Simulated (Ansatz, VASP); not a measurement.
## NaF: VASP beside Ansatz

INCAR

```
SYSTEM = NaF
  PREC = Accurate
  ENCUT = 600
  EDIFF = 1E-6
  ISMEAR = 0
  SIGMA = 0.01
  LREAL = .False.
  LASPH = .True.
  NELM = 100
  ALGO = Normal
  ISIF = 3
  LWAVE = .False.
  LCHARG = .False.
  GGA = PE
  IBRION = 2
  NSW = 80
  EDIFFG = -0.001
```

File KPOINTS:

```
regular mesh
0
Gamma
  8 8 8
  0 0 0
```

Contents of POSCAR:

```
NaF
1.0
    0.0000000000      2.3497438076      2.3497438076
    2.3497438076      0.0000000000      2.3497438076
    2.3497438076      2.3497438076      0.0000000000
Na F
1 1
Direct
    0.0000000000      0.0000000000      0.0000000000
    0.5000000000      0.5000000000      0.5000000000
```

Input for Ansatz:

```yaml
crystal:
  lattice:
    - [0.0, 2.3497438076, 2.3497438076]
    - [2.3497438076, 0.0, 2.3497438076]
    - [2.3497438076, 2.3497438076, 0.0]
  atoms:
    - { symbol: Na, position: [0.0, 0.0, 0.0] }
    - { symbol: F, position: [0.5, 0.5, 0.5] }
basis:
  ecutwfc: 420
kpoints:
  mp_grid: { grid: [8, 8, 8] }
hamiltonian:
  xc: pbe
scf:
  occupations: { method: fixed }
output:
  forces: true
  stress: true
  eigenvalues: true
relax:
  adjacent_minimum: "off"
  f_tol: 0.001
  max_steps: 60
  cell: { stress_tol: 0.01 }
```

Alike in both runs: task relaxation of cell and atoms; functional PBE; k mesh 8 × 8 × 8; no spin polarisation.

|  | VASP | Ansatz |
| --- | --- | --- |
| version | VASP 6.6.1 | Ansatz 0.2.0 |
| potentials or method | VASP PAW PBE potentials, release 64 (Na_pv, F), cutoff 600 eV | scalar-relativistic, plane waves, PAW |
| occupations | gaussian, width 0.01 eV | fixed |
| valence electrons in the cell | 14 | 16 |

Ansatz gave:

| Quantity | Value |
| --- | --- |
| gap on the k mesh at the Fermi level, each at its own relaxed structure (eV) | 6.09 |
| relaxed volume (Å³/atom) | 12.99 |
| relaxed cell length with the largest relative difference (Å) | 3.324 |

**Question.** Which values does VASP return?

**Answer.** gap on the k mesh at the Fermi level, each at its own relaxed structure (eV): 6.10; relaxed volume (Å³/atom): 12.92; relaxed cell length with the largest relative difference (Å): 3.319.

VASP's potentials hold 14 valence electrons a cell and Ansatz's 16, so a difference there can come from the potentials and not from the codes.
